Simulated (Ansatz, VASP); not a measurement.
## Two plane-wave programs on ZnO

```
Zn O
1.0
     3.24931    0.00000    0.00000
    -1.62465    2.81398    0.00000
     0.00000    0.00000    5.20571
Zn O
2 2
Direct
  0.66667 0.33333 0.00000
  0.33333 0.66667 0.50000
  0.33333 0.66667 0.87901
  0.66667 0.33333 0.37901
```

Alike in both runs: functional PBE; k mesh 5 × 5 × 3; occupations fermi-dirac, width 0.05 eV; no spin polarisation.

|  | VASP | Ansatz |
| --- | --- | --- |
| version | VASP 6.6.1 | Ansatz 0.2.0 |
| potentials or method | VASP PAW PBE potentials, release 64 (Zn, O) | Ansatz PAW |
| plane-wave cutoff (eV) | 520 | 420 |
| valence electrons in the cell | 36 | 36 |
| task | single point | band structure |

Ansatz gave:

* gap on the k mesh at the Fermi level (eV): 0.80
* least direct gap on the mesh (eV): 0.80
* pressure (GPa): 4.9
* traceless stress, the component that is largest in VASP (GPa): 1.09
* rms of the force components (eV/Å): 0.040

Q: Which values does VASP return?

A: gap on the k mesh at the Fermi level (eV): 0.79; least direct gap on the mesh (eV): 0.79; pressure (GPa): 6.0; traceless stress, the component that is largest in VASP (GPa): 1.13; rms of the force components (eV/Å): 0.043.

Atom by atom the forces differ by 0.003 eV/Å (rms over components). The functional is the same, so the differences come from potentials, cutoffs and numerics.

The k mesh is coarse, so the values compare programs but aren't converged.
